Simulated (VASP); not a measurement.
# Si (Imma) in VASP: notebook, part 2 of 2

VASP 6.6.1. The steps go on from the part before.

## Step 3: Electric field gradients, PBE (13.32 Å³/atom)

This run uses another cell than the first one, of 13.32 Å³/atom.

Input file INCAR:

```
  PREC = Accurate
  ENCUT = 520
  EDIFF = 1E-8
  ISMEAR = -1
  SIGMA = 0.05
  LREAL = False
  LASPH = True
  NELM = 60
  ALGO = Normal
  ISIF = 2
  LWAVE = False
  LCHARG = False
  GGA = PE
  LEFG = True
  NBANDS = 11
```

Input file KPOINTS:

```
Automatic mesh
0
Gamma
  16 16 16
```

Input file POSCAR:

```
Si
1.0
   -2.2358921622      2.3526035479      1.2664426952
    2.2358921622     -2.3526035479      1.2664426952
    2.2358921622      2.3526035479     -1.2664426952
Si
2
Direct
    0.8070000000      0.5570000000      0.2500000000
    0.1930000000      0.4430000000      0.7500000000
```

Potentials or basis: VASP PAW PBE potentials, release 64 (Si).

Command:

```bash
> cat potpaw_PBE.64/Si/POTCAR > POTCAR
> mpirun -np 1 vasp_std > vasp.out
```

OUTCAR:

```text
PREC = Accurate
   ENCUT = 520
   EDIFF = 1E-8
   ISMEAR = -1
   LREAL = False
   LASPH = True
   NELM = 60
   ISIF = 2
   GGA = PE

 ion  position               nearest neighbor table
   1  0.807  0.557  0.250-   2 2.37   2 2.37   2 2.44   2 2.44   2 2.72   2 2.72
   2  0.193  0.443  0.750-   1 2.37   1 2.37   1 2.44   1 2.44   1 2.72   1 2.72

  LATTYP: Found a body centered orthorhombic cell.
 ALAT       =     2.5328853904
 B/A-ratio  =     1.7654901960
 C/A-ratio  =     1.8576470588

  Lattice vectors:

 A1 = (   2.2358921622,  -2.3526035479,   1.2664426952)
 A2 = (  -2.2358921622,  -2.3526035479,  -1.2664426952)
 A3 = (   2.2358921622,   2.3526035479,  -1.2664426952)

Analysis of symmetry for initial positions (statically):
=====================================================================
 Subroutine PRICEL returns:
 Original cell was already a primitive cell.

 Routine SETGRP: Setting up the symmetry group for a
 body centered orthorhombic supercell.

 Subroutine GETGRP returns: Found  8 space group operations
 (whereof  4 operations were pure point group operations)
 out of a pool of  8 trial point group operations.

The static configuration has the point symmetry C_2h.
 The point group associated with its full space group is D_2h.

Analysis of symmetry for dynamics (positions and initial velocities):
=====================================================================
 Subroutine PRICEL returns:
 Original cell was already a primitive cell.

 Routine SETGRP: Setting up the symmetry group for a
 body centered orthorhombic supercell.

 Subroutine GETGRP returns: Found  8 space group operations
 (whereof  4 operations were pure point group operations)
 out of a pool of  8 trial point group operations.

The dynamic configuration has the point symmetry C_2h.
 The point group associated with its full space group is D_2h.

 Subroutine INISYM returns: Found  8 space group operations
 (whereof  4 operations are pure point group operations),
 and found     1 'primitive' translations

----------------------------------------------------------------------------------------

                                     Primitive cell

  volume of cell :      26.6468

  direct lattice vectors                    reciprocal lattice vectors
    -2.235892162  2.352603548  1.266442695     0.000000000  0.212530496  0.394806652
     2.235892162 -2.352603548  1.266442695     0.223624381  0.000000000  0.394806652
     2.235892162  2.352603548 -1.266442695     0.223624381  0.212530496  0.000000000

  length of vectors
     3.483939482  3.483939482  3.483939482     0.448376520  0.453740185  0.308507821

  position of ions in fractional coordinates (direct lattice)
     0.807000000  0.557000000  0.250000000
     0.193000000  0.443000000  0.750000000

  ion indices of the primitive-cell ions
   primitive index   ion index
                 1           1
                 2           2

----------------------------------------------------------------------------------------

 KPOINTS: Automatic mesh

Automatic generation of k-mesh.
 Grid dimensions read from file:
[... 84 lines left out ...]
     AMIX     =   0.40;   BMIX     =  1.00
     AMIX_MAG =   1.60;   BMIX_MAG =  1.00
  volume/ion in A,a.u.               =      13.32        89.91
  Fermi-wavevector in a.u.,A,eV,Ry     =   1.096200  2.071518 16.349500  1.201654
  Thomas-Fermi vector in A             =   2.232538
   LORBIT       =      0    0 simple, 1 ext, 2 COOP (PROOUT), +10 PAW based schemes
   GGA     = PE    functional components
   LHFCALC =     F    Hartree Fock is set to
   AEXX    =    0.0000 exact exchange contribution
   IVDW    =     0    specifies the selected vdW correction
   LEPSILON=     F    determine dielectric tensor
   LRPA    =     F    only Hartree local field effects (RPA)
 non-spin polarized calculation
  energy-cutoff  :      520.00
  volume of cell :       26.65
 maximum number of plane-waves:       739
 NGX is ok and might be reduce to    28
   NGX = 13   NGY = 13   NGZ = 13

 number of electron       8.0000000 magnetization

 Free energy of the ion-electron system (eV)
  ---------------------------------------------------
  ext. energy  EPLUGINS =         0.00000000
  ---------------------------------------------------
  free energy    TOTEN  =       -10.04832557 eV

  energy without entropy =      -10.04228040  energy(sigma->0) =      -10.04530298

 E-fermi :  10.9700     XC(G=0): -11.4598

 val. band max:       10.9698487082   @ k =  -0.1250  -0.1875   0.0625
 cond. band min:      10.9746091552   @ k =  -0.2500  -0.3750   0.0625
 fundamental gap:      0.0047604471
 Fermi energy:        10.9700016918

 k-point     1 :       0.0000    0.0000    0.0000
  band No.  band energies     occupation
      1      -4.0301      2.00000
      2       7.9488      2.00000
      3       8.4485      2.00000
      4       9.3865      2.00000
      5      11.9635      0.00000
      6      18.7662      0.00000
      7      20.2835      0.00000
      8      21.1610      0.00000
      9      21.8180      0.00000
     10      21.9738      0.00000
     11      23.1287      0.00000
[... 309 lines left out ...]
 k-point    24 :      -0.1250    0.0625    0.0000
  band No.  band energies     occupation
      1      -3.8123      2.00000
      2       6.8314      2.00000
      3       8.1828      2.00000
      4      10.5060      1.99981
      5      12.9633      0.00000
      6      16.9683      0.00000
      7      19.3351      0.00000
      8      20.5872      0.00000
      9      21.1524      0.00000
     10      22.1172      0.00000
     11      23.5850      0.00000

 [... further k-points ...]

------------------------ aborting loop because EDIFF is reached ----------------------------------------

  FORCE on cell =-STRESS in cart. coord.  units (eV):
  Direction    XX          YY          ZZ          XY          YZ          ZX
  --------------------------------------------------------------------------------------
  -------------------------------------------------------------------------------------
  Total        3.0307325      3.5578205      3.0482093      0.0000000     -0.0000000      0.0000000
  in kB      182.2271354    213.9190603    183.2779531      0.0000000     -0.0000000      0.0000000
  external PRESSURE =     193.1413829 kB  Pullay stress =       0.0000000 kB

 VOLUME and BASIS-vectors are now :
 -----------------------------------------------------------------------------
  energy-cutoff  :      520.00
  volume of cell :       26.65
      direct lattice vectors                 reciprocal lattice vectors
    -2.235892162  2.352603548  1.266442695     0.000000000  0.212530496  0.394806652
     2.235892162 -2.352603548  1.266442695     0.223624381  0.000000000  0.394806652
     2.235892162  2.352603548 -1.266442695     0.223624381  0.212530496  0.000000000

 POSITION                                       TOTAL-FORCE (eV/Angst)
 -----------------------------------------------------------------------------------
      0.00000      1.17630      1.41082         0.000000      0.000000     -0.020134
      2.23589      1.17630     -0.14437        -0.000000     -0.000000      0.020134
 -----------------------------------------------------------------------------------
    total drift:                                0.000000     -0.000000     -0.000000

  FREE ENERGIE OF THE ION-ELECTRON SYSTEM (eV)
  ---------------------------------------------------
  free  energy   TOTEN  =       -10.0483255663 eV

  energy  without entropy=      -10.0422803962  energy(sigma->0) =      -10.04530298

 Electric field gradients (V/A^2)
---------------------------------------------------------------------
 ion       V_xx      V_yy      V_zz      V_xy      V_xz      V_yz
---------------------------------------------------------------------
   1      10.159   -26.757    16.598    -0.000    -0.000    -0.000
   2      10.159   -26.757    16.598    -0.000    -0.000    -0.000
---------------------------------------------------------------------

 Electric field gradients after diagonalization (V/A^2)
 (convention: |V_zz| > |V_xx| > |V_yy|)
----------------------------------------------------------------------
 ion       V_xx      V_yy      V_zz     asymmetry (V_yy - V_xx)/ V_zz
----------------------------------------------------------------------
   1      16.598    10.159   -26.757       0.241
   2      16.598    10.159   -26.757       0.241
----------------------------------------------------------------------

           NMR quadrupolar parameters

 Cq : quadrupolar parameter    Cq=e*Q*V_zz/h
 eta: asymmetry parameters     (V_yy - V_xx)/ V_zz
 Q  : nuclear electric quadrupole moment in mb (millibarn)
----------------------------------------------------------------------
 ion       Cq(MHz)       eta       Q (mb)
----------------------------------------------------------------------
   1      -0.065       0.241       1.000
   2      -0.065       0.241       1.000
----------------------------------------------------------------------
```

It took 3.1 min on 1 thread of Intel Xeon 8259CL, shared host; peak memory 0.27 GiB.

What came out:

- Free energy: -10.0483 eV
- Pressure: 19.3 GPa
- Largest force: 0.020 eV/Å
- Band gap on the k mesh: zero (bands 4 and 5 overlap by 7.57 eV)
- Largest electric field gradient by atom: Si -26.8 V/Å²

Forces in eV/Å, atoms in the order of the input:
```
Si   0.000  0.000 -0.020
Si   0.000  0.000  0.020
```

Stress tensor (GPa, compression positive):
```
18.22  0.00  0.00
 0.00 21.39  0.00
 0.00  0.00 18.33
```

Electric field gradients, principal values (V/Å²):
```csv
atom,least,middle,greatest (by size)
1 Si,10.159,16.598,-26.757
2 Si,10.159,16.598,-26.757
```

Caveat: the cell stands under pressure; without QUAD_EFG the Cq values of the log hold for a quadrupole moment of 1 mb, not for the nuclei.
